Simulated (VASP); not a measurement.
Here is a VASP 6.6.1 calculation.

File INCAR:

```
  PREC = Accurate
  ENCUT = 520
  EDIFF = 1E-7
  ISMEAR = 0
  SIGMA = 0.1
  LREAL = F
  LASPH = T
  NELM = 100
  ALGO = Normal
  ISIF = 2
  LWAVE = F
  LCHARG = F
  GGA = PE
  NBANDS = 28
```

File KPOINTS:

```
Automatic mesh
0
Gamma
  12 12 12
```

The input POSCAR:

```
Ga2As3
1.0
    1.9264301110      1.1122249432      8.0758991478
   -1.9264301110      1.1122249432      8.0758991478
    0.0000000000     -2.2244498864      8.0758991478
Ga As
2 3
Direct
    0.3923074350      0.3923074350      0.3923074350
    0.6076925650      0.6076925650      0.6076925650
    0.0000000000      0.0000000000      0.0000000000
    0.1948338896      0.1948338896      0.1948338896
    0.8051661104      0.8051661104      0.8051661104
```

Potentials or basis: VASP PAW PBE potentials, release 64 (Ga_d, As).

Command:

```console
$ cat potpaw_PBE.64/Ga_d/POTCAR potpaw_PBE.64/As/POTCAR > POTCAR
$ mpirun -np 1 vasp_std > vasp.out
```

Q: Predict the pressure.

A: 0.1 GPa.

Q: What does it give for the band gap on the k mesh?

A: Zero (an odd number of electrons rules out a gap without spin polarisation).

Forces on the atoms (eV/Å):
```
Ga   0.000  0.000  0.014
Ga   0.000  0.000 -0.014
As   0.000  0.000  0.000
As   0.000  0.000  0.016
As   0.000  0.000 -0.016
```
